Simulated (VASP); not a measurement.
# SmHfW (P4/mmm) in VASP: notebook, part 2 of 2

VASP 6.6.1. The steps go on from the part before.

### Step 4. Relaxation of cell and atoms, PBE

This run uses another cell than the first one, of 28.84 Å³/atom.

INCAR reads:

```
PREC = Accurate
ENCUT = 500
EDIFF = 1E-7
ISMEAR = 0
SIGMA = 0.1
LREAL = False
LASPH = True
NELM = 200
ALGO = Normal
ISIF = 3
LWAVE = False
LCHARG = False
GGA = PE
IBRION = 2
NSW = 100
EDIFFG = -0.01
GGA_COMPAT = False
NELMIN = 4
LMAXMIX = 6
```

KPOINTS reads:

```
Automatic mesh
0
Gamma
  12 12 10
```

POSCAR reads:

```
SmHfW
1.0
    4.2169248728      0.0000000000      0.0000000000
    0.0000000000      4.2169248728      0.0000000000
    0.0000000000      0.0000000000      4.8656632046
Sm Hf W
1 1 1
Direct
    0.0000000000      0.0000000000      0.0000000000
    0.5000000000      0.5000000000      0.0000000000
    0.5000000000      0.5000000000      0.5000000000
```

Potentials or basis: VASP PAW PBE potentials, release 64 (Sm_3, Hf_pv, W_sv), 4f in core.

Started as:

```console
$ cat potpaw_PBE.64/Sm_3/POTCAR potpaw_PBE.64/Hf_pv/POTCAR potpaw_PBE.64/W_sv/POTCAR > POTCAR
$ mpirun -np 1 vasp_std > vasp.out
```

OUTCAR:

```text
PREC = Accurate
   ENCUT = 500
   EDIFF = 1E-7
   ISMEAR = 0
   LREAL = False
   LASPH = True
   NELM = 200
   ISIF = 3
   GGA = PE
   IBRION = 2
   NSW = 100
   EDIFFG = -0.01
   NELMIN = 4

 ion  position               nearest neighbor table
   1  0.000  0.000  0.000-   2 2.98   2 2.98   2 2.98   2 2.98
   2  0.500  0.500  0.000-   3 2.43   3 2.43   1 2.98   1 2.98   1 2.98   1 2.98
   3  0.500  0.500  0.500-   2 2.43   2 2.43

  LATTYP: Found a simple tetragonal cell.
 ALAT       =     4.2169248728
 C/A-ratio  =     1.1538415673

  Lattice vectors:

 A1 = (   4.2169248728,   0.0000000000,   0.0000000000)
 A2 = (   0.0000000000,   4.2169248728,   0.0000000000)
 A3 = (   0.0000000000,   0.0000000000,   4.8656632046)

Analysis of symmetry for initial positions (statically):
=====================================================================
 Subroutine PRICEL returns:
 Original cell was already a primitive cell.

 Routine SETGRP: Setting up the symmetry group for a
 simple tetragonal supercell.

 Subroutine GETGRP returns: Found 16 space group operations
 (whereof 16 operations were pure point group operations)
 out of a pool of 16 trial point group operations.

The static configuration has the point symmetry D_4h.

Analysis of symmetry for dynamics (positions and initial velocities):
=====================================================================
 Subroutine PRICEL returns:
 Original cell was already a primitive cell.

 Routine SETGRP: Setting up the symmetry group for a
 simple tetragonal supercell.

 Subroutine GETGRP returns: Found 16 space group operations
 (whereof 16 operations were pure point group operations)
 out of a pool of 16 trial point group operations.

The dynamic configuration has the point symmetry D_4h.

 Subroutine INISYM returns: Found 16 space group operations
 (whereof 16 operations are pure point group operations),
 and found     1 'primitive' translations

----------------------------------------------------------------------------------------

                                     Primitive cell

  volume of cell :      86.5234

  direct lattice vectors                    reciprocal lattice vectors
     4.216924873  0.000000000  0.000000000     0.237139629  0.000000000  0.000000000
     0.000000000  4.216924873  0.000000000     0.000000000  0.237139629  0.000000000
     0.000000000  0.000000000  4.865663205     0.000000000  0.000000000  0.205521829

  length of vectors
     4.216924873  4.216924873  4.865663205     0.237139629  0.237139629  0.205521829

  position of ions in fractional coordinates (direct lattice)
     0.000000000  0.000000000  0.000000000
     0.500000000  0.500000000  0.000000000
     0.500000000  0.500000000  0.500000000

  ion indices of the primitive-cell ions
   primitive index   ion index
                 1           1
                 2           2
                 3           3

----------------------------------------------------------------------------------------

 KPOINTS: Automatic mesh

[... 29 lines left out ...]
  0.416667  0.000000  0.000000      4.000000
[... 16 lines left out ...]
  0.333333  0.333333  0.000000      4.000000
  0.416667  0.333333  0.000000      8.000000
 [... further k-points ...]
   k-points           NKPTS =    168   k-points in BZ     NKDIM =    168   number of bands    NBANDS=     21
   number of dos      NEDOS =    301   number of ions     NIONS =      3
   total plane-waves  NPLWV =  36864
   dimension x,y,z NGX =    32 NGY =   32 NGZ =   36
   dimension x,y,z NGXF=    64 NGYF=   64 NGZF=   72
   ions per type =               1   1   1
   NGX,Y,Z   is equivalent  to a cutoff of  12.62, 12.62, 12.30 a.u.
   NGXF,Y,Z  is equivalent  to a cutoff of  25.23, 25.23, 24.60 a.u.
 SYSTEM =  unknown system
   PREC   = accura    normal or accurate (medium, high low for compatibility)
   ISTART =      0    job   : 0-new  1-cont  2-samecut
   ICHARG =      2    charge: 1-file 2-atom 10-const
   ISPIN  =      1    spin polarized calculation?
   LNONCOLLINEAR =      F non collinear calculations
   LSORBIT =      F    spin-orbit coupling
   LASPH  =      T    aspherical Exc in radial PAW
   ENCUT  =  500.0 eV  36.75 Ry    6.06 a.u.   7.69  7.69  8.87*2*pi/ulx,y,z
   NELM   =    200;   NELMIN=  4; NELMDL= -5     # of ELM steps
   EDIFF  = 0.1E-06   stopping-criterion for ELM
   LREAL  =      F    real-space projection
   EDIFFG = -.1E-01   stopping-criterion for IOM
   NSW    =    100    number of steps for IOM
   IBRION =      2    ionic relax: 0-MD 1-quasi-New 2-CG
   NFREE  =      1    steps in history (QN), initial steepest desc. (CG)
   ISIF   =      3    stress and relaxation
   ISYM   =      2    0-nonsym 1-usesym 2-fastsym
   POTIM  = 0.5000    time-step for ionic-motion
   TEBEG  =    0.0;   TEEND  =   0.0 temperature during run
   PSTRESS=    0.0 pullay stress
   NELECT =      35.0000    total number of electrons
   NUPDOWN=      -1.0000    fix difference up-down
   EMIN   =  10.00;   EMAX   =-10.00  energy-range for DOS
   EFERMI =   0.00;   METHOD = LEGACY
   ISMEAR =     0;   SIGMA  =   0.10  broadening in eV -4-tet -1-fermi 0-gaus
   EFERMI_NEDOS =   21; number of points for ismear=-14 and -15
   IALGO  =     38    algorithm
   IMIX   =      4    mixing-type and parameters
     AMIX     =   0.40;   BMIX     =  1.00
     AMIX_MAG =   1.60;   BMIX_MAG =  1.00
  volume/ion in A,a.u.               =      28.84       194.63
  Fermi-wavevector in a.u.,A,eV,Ry     =   1.210746  2.287978 19.944849  1.465905
  Thomas-Fermi vector in A             =   2.346283
   LORBIT       =      0    0 simple, 1 ext, 2 COOP (PROOUT), +10 PAW based schemes
   GGA     = PE    functional components
   LHFCALC =     F    Hartree Fock is set to
   AEXX    =    0.0000 exact exchange contribution
   IVDW    =     0    specifies the selected vdW correction
   LEPSILON=     F    determine dielectric tensor
   LRPA    =     F    only Hartree local field effects (RPA)
 conjugate gradient relaxation of ions
 non-spin polarized calculation
 Gauss-broadening in eV      SIGMA  =   0.10
  energy-cutoff  :      500.00
  volume of cell :       86.52
 maximum number of plane-waves:      2224
 NGX is ok and might be reduce to    32
   NGX = 15   NGY = 15   NGZ = 17

--------------------------------------- Ionic step        1  -------------------------------------------

 number of electron      34.9999998 magnetization

 Free energy of the ion-electron system (eV)
  ---------------------------------------------------
  ext. energy  EPLUGINS =         0.00000000
  ---------------------------------------------------
  free energy    TOTEN  =       -21.88286869 eV

  energy without entropy =      -21.85785338  energy(sigma->0) =      -21.87036103

------------------------ aborting loop because EDIFF is reached ----------------------------------------

  FORCE on cell =-STRESS in cart. coord.  units (eV):
  Direction    XX          YY          ZZ          XY          YZ          ZX
  --------------------------------------------------------------------------------------
  -------------------------------------------------------------------------------------
  Total        0.2034521      0.2034521      1.0203419      0.0000000     -0.0000000      0.0000000
  in kB        3.7673764      3.7673764     18.8939396      0.0000000     -0.0000000      0.0000000
  external PRESSURE =       8.8095642 kB  Pullay stress =       0.0000000 kB
[... 135 lines left out ...]
--------------------------------------- Ionic step        5  -------------------------------------------

 number of electron      34.9999999 magnetization

 Free energy of the ion-electron system (eV)
  ---------------------------------------------------
  ext. energy  EPLUGINS =         0.00000000
  ---------------------------------------------------
  free energy    TOTEN  =       -21.88709663 eV

  energy without entropy =      -21.86063985  energy(sigma->0) =      -21.87386824

 E-fermi :   3.3624     XC(G=0): -10.0592

 val. band max:        3.3621829391   @ k =   0.5000   0.0000   0.1000
 cond. band min:       3.3630183777   @ k =   0.0833   0.0000   0.5000
 fundamental gap:      0.0008354385
 Fermi energy:         3.3624430098

 k-point     1 :       0.0000    0.0000    0.0000
  band No.  band energies     occupation
      1     -70.4244      2.00000
      2     -37.4100      2.00000
      3     -34.7686      2.00000
      4     -34.6761      2.00000
      5     -34.6761      2.00000
      6     -26.7341      2.00000
[... 565 lines left out ...]
     20       5.0077      0.00000
     21       5.7672      0.00000

 [... further k-points ...]

------------------------ aborting loop because EDIFF is reached ----------------------------------------

  FORCE on cell =-STRESS in cart. coord.  units (eV):
  Direction    XX          YY          ZZ          XY          YZ          ZX
  --------------------------------------------------------------------------------------
  -------------------------------------------------------------------------------------
  Total        0.0073989      0.0073989      0.0161729      0.0000000      0.0000000      0.0000000
  in kB        0.1354665      0.1354665      0.2961095      0.0000000      0.0000000      0.0000000
  external PRESSURE =       0.1890141 kB  Pullay stress =       0.0000000 kB
[... 18 lines left out ...]
  FREE ENERGIE OF THE ION-ELECTRON SYSTEM (eV)
  ---------------------------------------------------
  free  energy   TOTEN  =       -21.8870966272 eV

  energy  without entropy=      -21.8606398537  energy(sigma->0) =      -21.87386824

 reached required accuracy - stopping structural energy minimisation
```

It took 5.1 min on 1 thread of Intel Xeon 6975P-C (Granite Rapids), shared host; peak memory 0.47 GiB.

What came out:

```yaml
Free_energy: -21.8871 eV
Relaxed_volume: 29.17 Å³/atom
Relaxed_cell: a = 4.225 Å, b = 4.225 Å, c = 4.902 Å, α = 90.00°, β = 90.00°, γ = 90.00°
Space_group_after_relaxing_to_0.1_Å: P4/mmm (No. 123)
Energy_gained_by_relaxing: 1.4 meV/atom
Ionic_steps: 5
Pressure_after_relaxing: 0.0 GPa
Band_gap_on_the_k_mesh: zero (an odd number of electrons rules out a gap without spin polarisation)
```

Step by step:
| step | energy change (eV) | largest force (eV/Å) | pressure (GPa) | volume (Å³) |
| --- | --- | --- | --- | --- |
| 1 | 0.0000 | 0.0000 | 0.88 | 86.52 |
| 2 | 0.0010 | 0.0000 | -0.88 | 88.52 |
| 3 | -0.0042 | 0.0000 | 0.03 | 87.46 |
| 4 | -0.0042 | 0.0000 | 0.04 | 87.44 |
| 5 | -0.0042 | 0.0000 | 0.02 | 87.51 |

Final structure:
```xyz
3
Lattice="4.2252 0.0000 0.0000 0.0000 4.2252 0.0000 0.0000 0.0000 4.9019" Properties=species:S:1:pos:R:3 pbc="T T T"
Sm    0.0000    4.2252    0.0000
Hf    2.1126    2.1126    0.0000
W     2.1126    2.1126    2.4509
```

Caveat: spin-orbit coupling is left out, which moves the levels of the heavy elements; the 4f electrons are frozen in the core, so they carry no moment and show no levels. Spin polarisation is off, so any magnetic state and its effect on volume and gap are missing.

### Step 5. Overview

| task | cell | k mesh | gap on the mesh (eV) | pressure (GPa) | relaxed volume (Å³/atom) |
| --- | --- | --- | --- | --- | --- |
| relaxation of cell and atoms | relaxed from a = 3.794, b = 3.794, c = 4.002 Å, 3 atoms | 4 × 4 × 4 | none | 0.1 | 28.91 |
| single point | a = 4.216, b = 4.216, c = 4.901 Å, 3 atoms | 12 × 12 × 10 | none | 0.2 | - |
| relaxation of cell and atoms | relaxed from a = 4.217, b = 4.217, c = 4.866 Å, 3 atoms | 12 × 12 × 10 | none | 0.0 | 29.17 |

Alike in all rows: level PBE; potentials or basis VASP PAW PBE potentials, release 64 (Sm_3, Hf_pv, W_sv), 4f in core; no spin polarisation; cutoff (eV) 500; smearing gaussian 0.1 eV.

Caveats: some runs use coarse meshes; spin-orbit coupling is left out, which moves the levels of the heavy elements; the 4f electrons are frozen in the core, so they carry no moment and show no levels; the volume moved by over 15 % at a fixed basis, so the end points are rough (at least some runs).

Total energies depend on the potentials used, so only differences within one code and one set of settings carry meaning.
